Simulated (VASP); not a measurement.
# Lu (P6/mmm) in VASP: relaxation of cell and atoms with LDA

Aim: the relaxation of cell and atoms of Lu with LDA.

All numbers are computed with VASP 6.6.1; they aren't measurements. Logs are shortened: lines on timing, memory, paths and dates and some standing lists are left out, and cuts for length are marked.

### 1 The cell of the first run

The structure is hexagonal, space group P6/mmm (No. 191). Conventional cell: a = 2.967 Å, b = 2.967 Å, c = 2.789 Å, α = 90.00°, β = 90.00°, γ = 120.00°. Within 3.7 Å of Lu (site symmetry 6/mmm) lie 8 Lu at 2.79 to 2.97 Å.

This isn't the form of Lu at room conditions, which is hcp.

### 2 Relaxation of cell and atoms, LDA, target pressure 16 GPa, at which the enthalpy is minimised

INCAR

```
PREC = Accurate ; ENCUT = 600
EDIFF = 1E-7 ; ISMEAR = -1
SIGMA = 0.05 ; LREAL = False
LASPH = True ; NELM = 120
ALGO = Normal ; ISIF = 3
LWAVE = False ; LCHARG = False
GGA = CA ; IBRION = 2
NSW = 60 ; EDIFFG = -0.005
PSTRESS = 160.0 ; GGA_COMPAT = False
NELMIN = 4
```

KPOINTS

```
regular mesh
0
Gamma
  15 15 14
```

POSCAR

```
Lu
1.0
    2.9669137190      0.0000000000      0.0000000000
   -1.4834568595      2.5694226515      0.0000000000
    0.0000000000      0.0000000000      2.7888988958
Lu
1
Direct
    0.0000000000      0.0000000000      0.0000000000
```

Potentials or basis: VASP PAW PBE potentials, release 64 (Lu).

The run is started by

```sh
> cat potpaw_PBE.64/Lu/POTCAR > POTCAR
> mpirun -np 1 vasp_std > vasp.out
```

OUTCAR:

```text
PREC = Accurate
   ENCUT = 600
   EDIFF = 1E-7
   ISMEAR = -1
   LREAL = False
   LASPH = True
   NELM = 120
   ISIF = 3
   GGA = CA
   IBRION = 2
   NSW = 60
   EDIFFG = -0.005
   PSTRESS = 160.0
   NELMIN = 4

 ion  position               nearest neighbor table
   1  0.000  0.000  0.000-

  LATTYP: Found a hexagonal cell.
 ALAT       =     2.9669137190
 C/A-ratio  =     0.9400000000

  Lattice vectors:

 A1 = (   2.9669137190,   0.0000000000,   0.0000000000)
 A2 = (  -1.4834568595,   2.5694226515,   0.0000000000)
 A3 = (   0.0000000000,   0.0000000000,   2.7888988958)

Analysis of symmetry for initial positions (statically):
=====================================================================
 Subroutine PRICEL returns:
 Original cell was already a primitive cell.

 Routine SETGRP: Setting up the symmetry group for a
 hexagonal supercell.

 Subroutine GETGRP returns: Found 24 space group operations
 (whereof 24 operations were pure point group operations)
 out of a pool of 24 trial point group operations.

The static configuration has the point symmetry D_6h.

Analysis of symmetry for dynamics (positions and initial velocities):
=====================================================================
 Subroutine PRICEL returns:
 Original cell was already a primitive cell.

 Routine SETGRP: Setting up the symmetry group for a
 hexagonal supercell.

 Subroutine GETGRP returns: Found 24 space group operations
 (whereof 24 operations were pure point group operations)
 out of a pool of 24 trial point group operations.

The dynamic configuration has the point symmetry D_6h.

 Subroutine INISYM returns: Found 24 space group operations
 (whereof 24 operations are pure point group operations),
 and found     1 'primitive' translations

----------------------------------------------------------------------------------------

                                     Primitive cell

  volume of cell :      21.2605

  direct lattice vectors                    reciprocal lattice vectors
     2.966913719  0.000000000  0.000000000     0.337050583  0.194596245  0.000000000
    -1.483456859  2.569422652  0.000000000     0.000000000  0.389192490  0.000000000
     0.000000000  0.000000000  2.788898896     0.000000000  0.000000000  0.358564450
[... 87 lines left out ...]
   NFREE  =      1    steps in history (QN), initial steepest desc. (CG)
   ISIF   =      3    stress and relaxation
   ISYM   =      2    0-nonsym 1-usesym 2-fastsym
   POTIM  = 0.5000    time-step for ionic-motion
   TEBEG  =    0.0;   TEEND  =   0.0 temperature during run
   PSTRESS=  160.0 pullay stress
   NELECT =      25.0000    total number of electrons
   NUPDOWN=      -1.0000    fix difference up-down
   EMIN   =  10.00;   EMAX   =-10.00  energy-range for DOS
   EFERMI =   0.00;   METHOD = LEGACY
   ISMEAR =    -1;   SIGMA  =   0.05  broadening in eV -4-tet -1-fermi 0-gaus
   EFERMI_NEDOS =   21; number of points for ismear=-14 and -15
   IALGO  =     38    algorithm
   IMIX   =      4    mixing-type and parameters
     AMIX     =   0.40;   BMIX     =  1.00
     AMIX_MAG =   1.60;   BMIX_MAG =  1.00
  volume/ion in A,a.u.               =      21.26       143.47
  Fermi-wavevector in a.u.,A,eV,Ry     =   1.727947  3.265346 40.624287  2.985801
  Thomas-Fermi vector in A             =   2.802974
   LORBIT       =      0    0 simple, 1 ext, 2 COOP (PROOUT), +10 PAW based schemes
   GGA     = CA    functional components
   LHFCALC =     F    Hartree Fock is set to
   AEXX    =    0.0000 exact exchange contribution
   IVDW    =     0    specifies the selected vdW correction
   LEPSILON=     F    determine dielectric tensor
   LRPA    =     F    only Hartree local field effects (RPA)
 conjugate gradient relaxation of ions
 non-spin polarized calculation
  energy-cutoff  :      600.00
  volume of cell :       21.26
 maximum number of plane-waves:       732
 NGX is ok and might be reduce to    24
   NGX = 11   NGY = 11   NGZ = 11

--------------------------------------- Ionic step        1  -------------------------------------------

 number of electron      24.9999992 magnetization

 Free energy of the ion-electron system (eV)
  ---------------------------------------------------
  ext. energy  EPLUGINS =         0.00000000
  ---------------------------------------------------
  free energy    TOTEN  =        -4.46540143 eV

  energy without entropy =       -4.45004557  energy(sigma->0) =       -4.45772350

------------------------ aborting loop because EDIFF is reached ----------------------------------------

  FORCE on cell =-STRESS in cart. coord.  units (eV):
  Direction    XX          YY          ZZ          XY          YZ          ZX
  --------------------------------------------------------------------------------------
  -------------------------------------------------------------------------------------
  Total        1.9149642      1.9149642      2.4883048      0.0000000      0.0000000      0.0000000
  in kB      144.3105249    144.3105249    187.5171210      0.0000000      0.0000000      0.0000000
  external PRESSURE =      -1.2872764 kB  Pullay stress =     160.0000000 kB
[... 98 lines left out ...]
--------------------------------------- Ionic step        4  -------------------------------------------

 number of electron      24.9999992 magnetization

 Free energy of the ion-electron system (eV)
  ---------------------------------------------------
  ext. energy  EPLUGINS =         0.00000000
  ---------------------------------------------------
  free energy    TOTEN  =        -4.46489748 eV

  energy without entropy =       -4.44961947  energy(sigma->0) =       -4.45725847

 E-fermi :   3.0719     XC(G=0): -12.6335

 val. band max:        3.0693218237   @ k =   0.3333   0.1333   0.4286
 cond. band min:       3.0813842615   @ k =   0.1333   0.0000   0.1429
 fundamental gap:      0.0120624379
 Fermi energy:         3.0718781705

 k-point     1 :       0.0000    0.0000    0.0000
  band No.  band energies     occupation
      1     -52.4401      2.00000
      2     -22.6303      2.00000
      3     -22.5164      2.00000
      4     -22.5164      2.00000
      5      -3.3326      2.00000
      6      -1.7695      2.00000
[... 433 lines left out ...]
      3     -23.2958      2.00000
      4     -22.4088      2.00000
      5      -1.7278      2.00000
      6      -1.6878      2.00000
[... 8 lines left out ...]
     15       7.8358      0.00000
     16       9.8059      0.00000

 [... further k-points ...]

------------------------ aborting loop because EDIFF is reached ----------------------------------------

  FORCE on cell =-STRESS in cart. coord.  units (eV):
  Direction    XX          YY          ZZ          XY          YZ          ZX
  --------------------------------------------------------------------------------------
  -------------------------------------------------------------------------------------
  Total        2.1218695      2.1218695      2.1189235      0.0000000      0.0000000     -0.0000000
  in kB      160.2398477    160.2398477    160.0173750      0.0000000      0.0000000     -0.0000000
  external PRESSURE =       0.1656902 kB  Pullay stress =     160.0000000 kB
[... 20 lines left out ...]
  energy  without entropy=       -4.4496194653  energy(sigma->0) =       -4.45725847

  enthalpy is  TOTEN    =        -2.3462040399 eV   P V=        2.1186934413

 reached required accuracy - stopping structural energy minimisation
```

OSZICAR:

```text
N       E                     dE             d eps       ncg     rms          rms(c)
DAV:   1     0.696921824189E+02    0.69692E+02   -0.11286E+04  8480   0.578E+03
DAV:   2    -0.734689422039E+00   -0.70427E+02   -0.69421E+02  7408   0.352E+02
[... 32 lines left out ...]
   3 F= -.23462039E+01 E0= -.23385621E+01  d E =-.396201E-02
       N       E                     dE             d eps       ncg     rms          rms(c)
DAV:   1    -0.446500005040E+01   -0.88514E-05   -0.59323E-04  7528   0.251E+00    0.539E-02
DAV:   2    -0.446491508452E+01    0.84966E-04   -0.18934E-04  9816   0.348E-01    0.252E-02
DAV:   3    -0.446489731921E+01    0.17765E-04   -0.48573E-05  9096   0.218E-01    0.719E-03
DAV:   4    -0.446489751981E+01   -0.20060E-06   -0.67399E-06  8888   0.320E-02    0.276E-03
DAV:   5    -0.446489748125E+01    0.38561E-07   -0.41900E-07  8336   0.169E-02
   4 F= -.23462040E+01 E0= -.23385650E+01  d E =-.396218E-02
```

CONTCAR:

```text
Lu
   1.00000000000000
     2.9434400639241556    0.0000000000000000    0.0000000000000000
    -1.4717200319620778    2.5490938698859442   -0.0000000000000000
     0.0000000000000000    0.0000000000000000    2.8275981996692638
  Lu
     1
Direct
     1.0000000000000000    0.0000000000000000    0.0000000000000000

  0.00000000E+00  0.00000000E+00  0.00000000E+00
```

Run time: 4 min. Hardware: 1 thread of Intel Xeon 8259CL, shared host; peak memory 0.22 GiB.

What came out:

```yaml
Free_energy: -4.4649 eV
Relaxed_volume: 21.22 Å³/atom
Relaxed_cell: a = 2.943 Å, b = 2.943 Å, c = 2.828 Å, α = 90.00°, β = 90.00°, γ = 120.00°
Space_group_after_relaxing_to_0.1_Å: P6/mmm (No. 191)
Energy_change_on_relaxing_the_run_minimises_the_enthalpy: +0.5 meV/atom
Ionic_steps: 4
Pressure_after_relaxing: 16.0 GPa
Band_gap_on_the_k_mesh: zero (an odd number of electrons rules out a gap without spin polarisation)
```

The path:
| step | energy change (eV) | largest force (eV/Å) | pressure (GPa) | volume (Å³) |
| --- | --- | --- | --- | --- |
| 1 | 0.0000 | 0.0000 | 15.87 | 21.26 |
| 2 | 0.0021 | 0.0000 | 16.02 | 21.20 |
| 3 | 0.0004 | 0.0000 | 16.10 | 21.22 |
| 4 | 0.0005 | 0.0000 | 16.02 | 21.22 |

Final structure:
```cif
data_structure
_symmetry_space_group_name_H-M 'P 1'
_symmetry_Int_Tables_number 1
_cell_length_a 2.9434
_cell_length_b 2.9434
_cell_length_c 2.8276
_cell_angle_alpha 90.000
_cell_angle_beta 90.000
_cell_angle_gamma 120.000
_cell_volume 21.22
loop_
_atom_site_label
_atom_site_type_symbol
_atom_site_fract_x
_atom_site_fract_y
_atom_site_fract_z
_atom_site_occupancy
Lu1 Lu 0.00000 0.00000 0.00000 1
```

Levels at points of the mesh, in eV from the Fermi level:
| k point | band 9 | band 10 | band 11 | band 12 | band 13 | band 14 | band 15 | band 16 |
| --- | --- | --- | --- | --- | --- | --- | --- | --- |
| (0.00, 0.00, 0.00) | -4.64 | -4.62 | -4.62 | -4.49 | -0.95 | 2.68 | 2.68 | 9.18 |
| (0.00, 0.00, 0.50) | -4.53 | -4.53 | -4.49 | -2.79 | 0.70 | 3.69 | 3.69 | 5.10 |

Caveat: the cell is relaxed towards a set pressure, so the run minimises the enthalpy, not the energy; the PAW data sets were made with another functional, which shifts forces and pressure a little; spin-orbit coupling is left out, which moves the levels of the heavy elements.
